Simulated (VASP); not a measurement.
Runs of VASP 6.6.1 on Mo. The structure is that of space group P6_3/mmc (No. 194), or close to it. The cells are those of the table. 

```tsv
cell	gap on the mesh (eV)	pressure (GPa)
a = 2.760, b = 2.760, c = 4.868 Å, angles 90.0, 90.0, 120.0°, 2 atoms	none	0.5
a = 2.743, b = 2.743, c = 4.831 Å, angles 90.0, 90.0, 120.0°, 2 atoms	none	(a)
a = 2.699, b = 2.699, c = 4.731 Å, angles 90.0, 90.0, 120.0°, 2 atoms	none	20.6
a = 2.727, b = 2.727, c = 4.798 Å, angles 90.0, 90.0, 120.0°, 2 atoms	none	10.5
```

Alike in all rows: task single point; level PBE; potentials or basis VASP PAW PBE potentials, release 64 (Mo_sv); no spin polarisation; k mesh 9 × 9 × 5; cutoff (eV) 520; smearing gaussian 0.05 eV.

Problem. Fill in the values left out.

Solution. (a) 5.5.

A k mesh can miss the band edges, and the runs leave out spin-orbit coupling on Mo.

A gap of «none» marks levels without a gap at the run's occupations.
